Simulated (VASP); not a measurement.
# BeS (F-43m) in VASP: settings compared

BeS is run at these levels: PBEsol, r2SCAN; tasks: single point.

All numbers are computed with VASP 6.6.1; they aren't measurements. Logs are shortened: lines on timing, memory, paths and dates and some standing lists are left out, and cuts for length are marked.

## 1. The cell of the first run

The structure is cubic, space group F-43m (No. 216). The conventional cell has a = 4.882 Å, b = 4.882 Å, c = 4.882 Å, α = 90.00°, β = 90.00°, γ = 90.00°. Within 2.8 Å of S (site symmetry -43m) lie 4 Be at 2.11 Å. Be (site symmetry -43m) has 4 S at 2.11 Å within 2.8 Å.

## 2. Single point, PBEsol

The input, INCAR:

```
SYSTEM = BeS
  PREC = Accurate
  ENCUT = 520
  EDIFF = 1E-6
  ISMEAR = -1
  SIGMA = 0.05
  LREAL = .FALSE.
  LASPH = .TRUE.
  NELM = 100
  ALGO = Normal
  ISIF = 2
  LWAVE = .FALSE.
  LCHARG = .FALSE.
  GGA = PS
  NBANDS = 11
```

The input, KPOINTS:

```
Automatic mesh
0
G
  9 9 9
  0 0 0
```

The input, POSCAR:

```
BeS
1.0
    0.0000000000      2.4410600707      2.4410600707
    2.4410600707      0.0000000000      2.4410600707
    2.4410600707      2.4410600707      0.0000000000
S Be
1 1
Direct
    0.7500000000      0.7500000000      0.7500000000
    0.0000000000      0.0000000000      0.0000000000
```

Potentials or basis: VASP PAW PBE potentials, release 64 (S, Be).

Command:

```sh
$ cat potpaw_PBE.64/S/POTCAR potpaw_PBE.64/Be/POTCAR > POTCAR
$ mpirun -np 1 vasp_std > vasp.out
```

OUTCAR:

```text
SYSTEM = BeS
   PREC = Accurate
   ENCUT = 520
   EDIFF = 1E-6
   ISMEAR = -1
   LREAL = .FALSE.
   LASPH = .TRUE.
   NELM = 100
   ISIF = 2
   GGA = PS

 ion  position               nearest neighbor table
   1  0.750  0.750  0.750-   2 2.11   2 2.11   2 2.11   2 2.11
   2  0.000  0.000  0.000-   1 2.11   1 2.11   1 2.11   1 2.11

  LATTYP: Found a face centered cubic cell.
 ALAT       =     4.8821201414

  Lattice vectors:

 A1 = (   0.0000000000,   2.4410600707,   2.4410600707)
 A2 = (   2.4410600707,   0.0000000000,   2.4410600707)
 A3 = (   2.4410600707,   2.4410600707,   0.0000000000)

Analysis of symmetry for initial positions (statically):
=====================================================================
 Subroutine PRICEL returns:
 Original cell was already a primitive cell.

 Routine SETGRP: Setting up the symmetry group for a
 face centered cubic supercell.

 Subroutine GETGRP returns: Found 24 space group operations
 (whereof 24 operations were pure point group operations)
 out of a pool of 48 trial point group operations.

The static configuration has the point symmetry T_d .

Analysis of symmetry for dynamics (positions and initial velocities):
=====================================================================
 Subroutine PRICEL returns:
 Original cell was already a primitive cell.

 Routine SETGRP: Setting up the symmetry group for a
 face centered cubic supercell.

 Subroutine GETGRP returns: Found 24 space group operations
 (whereof 24 operations were pure point group operations)
 out of a pool of 48 trial point group operations.

The dynamic configuration has the point symmetry T_d .

 Subroutine INISYM returns: Found 24 space group operations
 (whereof 24 operations are pure point group operations),
 and found     1 'primitive' translations

----------------------------------------------------------------------------------------

                                     Primitive cell

  volume of cell :      29.0915

  direct lattice vectors                    reciprocal lattice vectors
     0.000000000  2.441060071  2.441060071    -0.204829044  0.204829044  0.204829044
     2.441060071  0.000000000  2.441060071     0.204829044 -0.204829044  0.204829044
     2.441060071  2.441060071  0.000000000     0.204829044  0.204829044 -0.204829044

  length of vectors
     3.452180259  3.452180259  3.452180259     0.354774311  0.354774311  0.354774311

  position of ions in fractional coordinates (direct lattice)
     0.750000000  0.750000000  0.750000000
[... 80 lines left out ...]
   EDIFFG = 0.1E-04   stopping-criterion for IOM
   NSW    =      0    number of steps for IOM
   IBRION =     -1    ionic relax: 0-MD 1-quasi-New 2-CG
   NFREE  =      0    steps in history (QN), initial steepest desc. (CG)
   ISIF   =      2    stress and relaxation
   ISYM   =      2    0-nonsym 1-usesym 2-fastsym
   POTIM  = 0.5000    time-step for ionic-motion
   TEBEG  =    0.0;   TEEND  =   0.0 temperature during run
   PSTRESS=    0.0 pullay stress
   NELECT =       8.0000    total number of electrons
   NUPDOWN=      -1.0000    fix difference up-down
   EMIN   =  10.00;   EMAX   =-10.00  energy-range for DOS
   EFERMI =   0.00;   METHOD = LEGACY
   ISMEAR =    -1;   SIGMA  =   0.05  broadening in eV -4-tet -1-fermi 0-gaus
   EFERMI_NEDOS =   21; number of points for ismear=-14 and -15
   IALGO  =     38    algorithm
   IMIX   =      4    mixing-type and parameters
     AMIX     =   0.40;   BMIX     =  1.00
     AMIX_MAG =   1.60;   BMIX_MAG =  1.00
  volume/ion in A,a.u.               =      14.55        98.16
  Fermi-wavevector in a.u.,A,eV,Ry     =   1.064592  2.011786 15.420234  1.133355
  Thomas-Fermi vector in A             =   2.200115
   LORBIT       =      0    0 simple, 1 ext, 2 COOP (PROOUT), +10 PAW based schemes
   GGA     = PS    functional components
   LHFCALC =     F    Hartree Fock is set to
   AEXX    =    0.0000 exact exchange contribution
   IVDW    =     0    specifies the selected vdW correction
   LEPSILON=     F    determine dielectric tensor
   LRPA    =     F    only Hartree local field effects (RPA)
 non-spin polarized calculation
  energy-cutoff  :      520.00
  volume of cell :       29.09
 maximum number of plane-waves:       797
 NGX is ok and might be reduce to    28
   NGX = 13   NGY = 13   NGZ = 13

 number of electron       7.9999999 magnetization

 Free energy of the ion-electron system (eV)
  ---------------------------------------------------
  ext. energy  EPLUGINS =         0.00000000
  ---------------------------------------------------
  free energy    TOTEN  =       -10.55895023 eV

  energy without entropy =      -10.55895023  energy(sigma->0) =      -10.55895023

 E-fermi :   4.9100     XC(G=0):  -9.8206

 val. band max:        3.9410356028   @ k =   0.0000   0.0000   0.0000
 cond. band min:       7.0080441456   @ k =   0.4444   0.4444   0.0000
 fundamental gap:      3.0670085428
 Fermi energy:         4.9099988313

 k-point     1 :       0.0000    0.0000    0.0000
  band No.  band energies     occupation
      1      -9.6442      2.00000
      2       3.9410      2.00000
      3       3.9410      2.00000
      4       3.9410      2.00000
      5       9.4833      0.00000
      6       9.5593      0.00000
      7       9.5593      0.00000
      8       9.5593      0.00000
      9      16.6952      0.00000
     10      16.6952      0.00000
     11      18.4641      0.00000
[... 309 lines left out ...]
 k-point    24 :       0.4444    0.4444    0.0000
  band No.  band energies     occupation
      1      -7.6276      2.00000
      2      -0.8837      2.00000
      3       1.3893      2.00000
      4       1.3893      2.00000
      5       7.0080      0.00000
      6       8.8376      0.00000
      7      16.1145      0.00000
      8      16.1145      0.00000
      9      18.6699      0.00000
     10      20.0525      0.00000
     11      21.1494      0.00000

 [... further k-points ...]
[... 5 lines left out ...]
  --------------------------------------------------------------------------------------
  -------------------------------------------------------------------------------------
  Total       -0.4292011     -0.4292011     -0.4292011     -0.0000000      0.0000000      0.0000000
  in kB      -23.6377415    -23.6377415    -23.6377415     -0.0000000      0.0000000      0.0000000
  external PRESSURE =     -23.6377415 kB  Pullay stress =       0.0000000 kB

 VOLUME and BASIS-vectors are now :
 -----------------------------------------------------------------------------
  energy-cutoff  :      520.00
  volume of cell :       29.09
      direct lattice vectors                 reciprocal lattice vectors
     0.000000000  2.441060071  2.441060071    -0.204829044  0.204829044  0.204829044
     2.441060071  0.000000000  2.441060071     0.204829044 -0.204829044  0.204829044
     2.441060071  2.441060071  0.000000000     0.204829044  0.204829044 -0.204829044

 POSITION                                       TOTAL-FORCE (eV/Angst)
 -----------------------------------------------------------------------------------
      3.66159      3.66159      3.66159         0.000000      0.000000     -0.000000
      0.00000      0.00000      0.00000        -0.000000     -0.000000      0.000000
 -----------------------------------------------------------------------------------
    total drift:                                0.000000      0.000000     -0.000000

  FREE ENERGIE OF THE ION-ELECTRON SYSTEM (eV)
  ---------------------------------------------------
  free  energy   TOTEN  =       -10.5589502320 eV

  energy  without entropy=      -10.5589502320  energy(sigma->0) =      -10.55895023
```

OSZICAR:

```text
N       E                     dE             d eps       ncg     rms          rms(c)
DAV:   1     0.200752716727E+02    0.20075E+02   -0.39068E+03   770   0.626E+02
DAV:   2    -0.954925411905E+01   -0.29625E+02   -0.28048E+02  1058   0.113E+02
DAV:   3    -0.107277077822E+02   -0.11785E+01   -0.11767E+01  1001   0.231E+01
DAV:   4    -0.107349291164E+02   -0.72213E-02   -0.72199E-02   958   0.211E+00
DAV:   5    -0.107349973102E+02   -0.68194E-04   -0.68193E-04  1047   0.201E-01    0.519E+00
DAV:   6    -0.106031428338E+02    0.13185E+00   -0.11178E-01   875   0.152E+00    0.343E+00
DAV:   7    -0.105586506414E+02    0.44492E-01   -0.10145E-01   908   0.157E+00    0.820E-01
DAV:   8    -0.105588902538E+02   -0.23961E-03   -0.54889E-03  1030   0.385E-01    0.129E-01
DAV:   9    -0.105589346900E+02   -0.44436E-04   -0.32702E-04   943   0.116E-01    0.349E-02
DAV:  10    -0.105589478354E+02   -0.13145E-04   -0.37108E-05   999   0.310E-02    0.915E-03
DAV:  11    -0.105589500711E+02   -0.22357E-05   -0.78707E-06   929   0.147E-02    0.619E-03
DAV:  12    -0.105589502320E+02   -0.16086E-06   -0.20577E-07   535   0.332E-03
   1 F= -.10558950E+02 E0= -.10558950E+02  d E =-.454305E-10
```

Wall time 10 s (1 thread of Intel Xeon 6975P-C, shared host); peak memory 0.15 GiB.

Results:

```
Free energy            : -10.5590 eV
Pressure               : -2.4 GPa
Band gap on the k mesh : 3.07 eV, indirect (least direct gap 5.54 eV)
```

Caveat: the PAW data sets were made with another functional, which shifts forces and pressure a little. A k mesh can miss the band edges.

## 3. Single point, PBEsol

This run uses another cell than the first one, of 14.83 Å³/atom, 1.020 times its volume.

The input, INCAR:

```
SYSTEM = BeS
PREC = Accurate
ENCUT = 520
EDIFF = 1E-6
ISMEAR = -1
SIGMA = 0.05
LREAL = .FALSE.
LASPH = .TRUE.
NELM = 60
ALGO = Normal
ISIF = 2
LWAVE = .FALSE.
LCHARG = .TRUE.
GGA = PS
LELF = .TRUE.
LVHAR = .TRUE.
NBANDS = 11
```

The input, KPOINTS:

```
regular mesh
0
G
  9 9 9
  0 0 0
```

The input, POSCAR:

```
BeS
1.0
    0.0000000000      2.4569115543      2.4569115543
    2.4569115543      0.0000000000      2.4569115543
    2.4569115543      2.4569115543      0.0000000000
S Be
1 1
Direct
    0.7500000000      0.7500000000      0.7500000000
    0.0000000000      0.0000000000      0.0000000000
```

Potentials or basis: VASP PAW PBE potentials, release 64 (S, Be).

Command:

```sh
$ cat potpaw_PBE.64/S/POTCAR potpaw_PBE.64/Be/POTCAR > POTCAR
$ mpirun -np 1 vasp_std > vasp.out
```

OUTCAR:

```text
SYSTEM = BeS
   PREC = Accurate
   ENCUT = 520
   EDIFF = 1E-6
   ISMEAR = -1
   LREAL = .FALSE.
   LASPH = .TRUE.
   NELM = 60
   ISIF = 2
   GGA = PS

 ion  position               nearest neighbor table
   1  0.750  0.750  0.750-   2 2.13   2 2.13   2 2.13   2 2.13
   2  0.000  0.000  0.000-   1 2.13   1 2.13   1 2.13   1 2.13

  LATTYP: Found a face centered cubic cell.
 ALAT       =     4.9138231086

  Lattice vectors:

 A1 = (   0.0000000000,   2.4569115543,   2.4569115543)
[... 513 lines left out ...]
      6       8.6557      0.00000
      7      15.7766      0.00000
      8      15.7766      0.00000
      9      18.2290      0.00000
     10      19.7741      0.00000
     11      20.7565      0.00000

 [... further k-points ...]
[... 5 lines left out ...]
  --------------------------------------------------------------------------------------
  -------------------------------------------------------------------------------------
  Total       -0.7418767     -0.7418767     -0.7418767     -0.0000000      0.0000000      0.0000000
  in kB      -40.0722518    -40.0722518    -40.0722518     -0.0000000      0.0000000      0.0000000
  external PRESSURE =     -40.0722518 kB  Pullay stress =       0.0000000 kB

 VOLUME and BASIS-vectors are now :
 -----------------------------------------------------------------------------
  energy-cutoff  :      520.00
  volume of cell :       29.66
      direct lattice vectors                 reciprocal lattice vectors
     0.000000000  2.456911554  2.456911554    -0.203507529  0.203507529  0.203507529
     2.456911554  0.000000000  2.456911554     0.203507529 -0.203507529  0.203507529
     2.456911554  2.456911554  0.000000000     0.203507529  0.203507529 -0.203507529

 POSITION                                       TOTAL-FORCE (eV/Angst)
 -----------------------------------------------------------------------------------
      3.68537      3.68537      3.68537         0.000000      0.000000      0.000000
      0.00000      0.00000      0.00000        -0.000000     -0.000000     -0.000000
 -----------------------------------------------------------------------------------
    total drift:                                0.000000      0.000000      0.000000

  FREE ENERGIE OF THE ION-ELECTRON SYSTEM (eV)
  ---------------------------------------------------
  free  energy   TOTEN  =       -10.5476909398 eV

  energy  without entropy=      -10.5476909397  energy(sigma->0) =      -10.54769094
```

Run time: 12 s. Hardware: 1 thread of Intel Xeon 6975P-C, shared host; peak memory 0.15 GiB.

Results:

* Free energy: -10.5477 eV
* Pressure: -4.0 GPa
* Band gap on the k mesh: 3.11 eV, indirect (least direct gap 5.38 eV)

Levels at points of the mesh, in eV from the valence-band top:
| k point | band 2 | band 3 | band 4 | band 5 | band 6 | band 7 |
| --- | --- | --- | --- | --- | --- | --- |
| (0.00, 0.00, 0.00) | 0.00 | 0.00 | 0.00 | 5.38 | 5.62 | 5.62 |

Caveat: the PAW data sets were made with another functional, which shifts forces and pressure a little.

## 4. Single point, PBEsol

This run uses another cell than the first one, of 15.12 Å³/atom, 1.039 times its volume.

The input, INCAR:

```
SYSTEM = BeS
PREC = Accurate
ENCUT = 520
EDIFF = 1E-6
ISMEAR = -1
SIGMA = 0.05
LREAL = .False.
LASPH = .True.
NELM = 60
ALGO = Normal
ISIF = 2
LWAVE = .False.
LCHARG = .False.
GGA = PS
NBANDS = 11
```

The input, KPOINTS:

```
Automatic mesh
0
Gamma
  9 9 9
  0 0 0
```

The input, POSCAR:

```
BeS
1.0
    0.0000000000      2.4725610944      2.4725610944
    2.4725610944      0.0000000000      2.4725610944
    2.4725610944      2.4725610944      0.0000000000
S Be
1 1
Direct
    0.7500000000      0.7500000000      0.7500000000
    0.0000000000      0.0000000000      0.0000000000
```

Command:

```sh
$ cat potpaw_PBE.64/S/POTCAR potpaw_PBE.64/Be/POTCAR > POTCAR
$ mpirun -np 1 vasp_std > vasp.out
```

It took 11 s on 1 thread of Intel Xeon 6975P-C, shared host; peak memory 0.15 GiB.

The run converged. Its results:

```
Free energy            : -10.5308 eV
Pressure               : -5.5 GPa
Band gap on the k mesh : 3.14 eV, indirect (least direct gap 5.23 eV)
```

Levels at points of the mesh, in eV from the valence-band top:
```csv
k point,band 2,band 3,band 4,band 5,band 6,band 7
"(0.00, 0.00, 0.00)",0.00,0.00,0.00,5.23,5.63,5.63
```

Caveat: the PAW data sets were made with another functional, which shifts forces and pressure a little.

## 5. Single point, r2SCAN

This run uses another cell than the first one, of 13.40 Å³/atom, 0.922 times its volume.

The input, POSCAR:

```
BeS
1.0
    0.0000000000      2.3754963136      2.3754963136
    2.3754963136      0.0000000000      2.3754963136
    2.3754963136      2.3754963136      0.0000000000
S Be
1 1
Direct
    0.7500000000      0.7500000000      0.7500000000
    0.0000000000      0.0000000000      0.0000000000
```

The input, INCAR.step1:

```
PREC = Accurate
ENCUT = 520
ISMEAR = -1
SIGMA = 0.05
LREAL = F
LASPH = T
NELM = 100
NBANDS = 11
GGA = PE
ALGO = Normal
EDIFF = 1E-4
LWAVE = T
LCHARG = F
```

The input, INCAR.step2:

```
PREC = Accurate
ENCUT = 520
EDIFF = 1E-7
ISMEAR = -1
SIGMA = 0.05
LREAL = F
LASPH = T
NELM = 100
ALGO = Normal
ISIF = 2
LWAVE = F
LCHARG = F
METAGGA = R2SCAN
LMIXTAU = T
NBANDS = 11
ISTART = 1
```

The input, KPOINTS:

```
regular mesh
0
Gamma
  9 9 9
```

Command:

```sh
$ cat potpaw_PBE.64/S/POTCAR potpaw_PBE.64/Be/POTCAR > POTCAR
$ cp INCAR.step1 INCAR
$ mpirun -np 1 vasp_std > vasp.out
$ cp INCAR.step2 INCAR
$ mpirun -np 1 vasp_std > vasp.out
```

It took 54 s on 1 thread of Intel Xeon 6975P-C, shared host; peak memory 0.16 GiB.

Results (log left out):

```yaml
Free_energy: -14.7332 eV
Pressure: 8.5 GPa
Band_gap_on_the_k_mesh: 3.53 eV, indirect (least direct gap 6.21 eV)
```

Levels at points of the mesh, in eV from the valence-band top:
```csv
k point,band 1,band 2,band 3,band 4,band 5,band 6,band 7,band 8,band 9
"(0.00, 0.00, 0.00)",-14.75,0.00,0.00,0.00,6.21,6.21,6.21,7.26,13.54
```

Caveat: the PAW data sets were made with another functional, which shifts forces and pressure a little. A k mesh can miss the band edges.

## 6. Single point, r2SCAN

This run uses another cell than the first one, of 13.69 Å³/atom, 0.941 times its volume.

The input, POSCAR:

```
BeS
1.0
    0.0000000000      2.3922257121      2.3922257121
    2.3922257121      0.0000000000      2.3922257121
    2.3922257121      2.3922257121      0.0000000000
S Be
1 1
Direct
    0.7500000000      0.7500000000      0.7500000000
    0.0000000000      0.0000000000      0.0000000000
```

The input, INCAR.step1:

```
SYSTEM = BeS
  PREC = Accurate
  ENCUT = 520
  ISMEAR = -1
  SIGMA = 0.05
  LREAL = .False.
  LASPH = .True.
  NELM = 80
  NBANDS = 11
  GGA = PE
  ALGO = Normal
  EDIFF = 1E-4
  LWAVE = .True.
  LCHARG = .False.
```

The input, INCAR.step2:

```
SYSTEM = BeS
  PREC = Accurate
  ENCUT = 520
  EDIFF = 1E-7
  ISMEAR = -1
  SIGMA = 0.05
  LREAL = .False.
  LASPH = .True.
  NELM = 80
  ALGO = Normal
  ISIF = 2
  LWAVE = .False.
  LCHARG = .True.
  METAGGA = R2SCAN
  LMIXTAU = .True.
  LELF = .True.
  LVHAR = .True.
  NBANDS = 11
  ISTART = 1
```

The input, KPOINTS:

```
regular mesh
0
Gamma
  9 9 9
  0 0 0
```

Potentials or basis: VASP PAW PBE potentials, release 64 (S, Be).

Command:

```sh
$ cat potpaw_PBE.64/S/POTCAR potpaw_PBE.64/Be/POTCAR > POTCAR
$ cp INCAR.step1 INCAR
$ mpirun -np 1 vasp_std > vasp.out
$ cp INCAR.step2 INCAR
$ mpirun -np 1 vasp_std > vasp.out
```

Run time: 52 s. Hardware: 1 thread of Intel Xeon 6975P-C, shared host; peak memory 0.16 GiB.

The run converged. Its results:

| Item | Value |
| --- | --- |
| Free energy | -14.7589 eV |
| Pressure | 5.9 GPa |
| Band gap on the k mesh | 3.58 eV, indirect (least direct gap 6.23 eV) |

Levels at points of the mesh, in eV from the valence-band top:
| k point | band 2 | band 3 | band 4 | band 5 | band 6 | band 7 |
| --- | --- | --- | --- | --- | --- | --- |
| (0.00, 0.00, 0.00) | 0.00 | 0.00 | 0.00 | 6.23 | 6.23 | 6.23 |

Caveat: the PAW data sets were made with another functional, which shifts forces and pressure a little.

## 7. The runs side by side

```tsv
level	cell	gap on the mesh (eV)	pressure (GPa)
PBEsol	a = 3.452 Å, angles 60.0°, 2 atoms	3.07	-2.4
PBEsol	a = 3.475 Å, angles 60.0°, 2 atoms	3.11	-4.0
PBEsol	a = 3.497 Å, angles 60.0°, 2 atoms	3.14	-5.5
r2SCAN	a = 3.359 Å, angles 60.0°, 2 atoms	3.53	8.5
r2SCAN	a = 3.383 Å, angles 60.0°, 2 atoms	3.58	5.9
```

Alike in all rows: task single point; potentials or basis VASP PAW PBE potentials, release 64 (S, Be); no spin polarisation; k mesh 9 × 9 × 9; cutoff (eV) 520; smearing fermi-dirac 0.05 eV.

Caveats: the PAW data sets were made with another functional, which shifts forces and pressure a little.

Absolute energies hang on the potentials; compare differences alone.
